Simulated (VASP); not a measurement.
**CsI: single point with PBE**

The system is CsI.

```
Cs I
1.0
     4.66521    0.00000    0.00000
     0.00000    4.66521    0.00000
     0.00000    0.00000    4.66521
Cs I
1 1
Direct
  0.00000 0.00000 0.00000
  0.50000 0.50000 0.50000
```

```yaml
Program: VASP 6.6.1
Task: single point
Functional: PBE
Potentials_or_basis: VASP PAW PBE potentials, release 64 (Cs_sv, I)
Cutoff: 500 eV
k_mesh: 6 × 6 × 6
Occupations: fermi-dirac, width 0.03 eV
Spin: no spin polarisation
Dipole_correction: no
Further_INCAR_settings: ALGO = Normal; EDIFF = 1e-06; NBANDS = 15
```

| Quantity | Value |
| --- | --- |
| Pressure | 0.0 GPa |
| Band gap on the k mesh | 3.68 eV, indirect (least direct gap 3.77 eV) |

Levels at points of the mesh, in eV from the valence-band top:
| k point | band 6 | band 7 | band 8 | band 9 | band 10 | band 11 |
| --- | --- | --- | --- | --- | --- | --- |
| (0.00, 0.00, 0.00) | -0.10 | -0.10 | -0.10 | 3.68 | 4.27 | 4.27 |
| (0.50, 0.00, 0.00) | -1.41 | -0.21 | -0.21 | 5.21 | 6.22 | 6.44 |
| (0.50, 0.50, 0.00) | -0.81 | -0.81 | 0.00 | 4.25 | 4.89 | 6.08 |
| (0.50, 0.50, 0.50) | -1.16 | -1.16 | -1.16 | 6.98 | 6.98 | 6.98 |

Wall time 9.3 s on 1 thread of Intel(R) Xeon(R) 6975P-C (Granite Rapids), on a shared host, peak memory 0.21 GiB.

Caveat: spin-orbit coupling is left out, which moves the levels of the heavy elements. A hybrid or GW would open this gap; PBE tends to underestimate it.
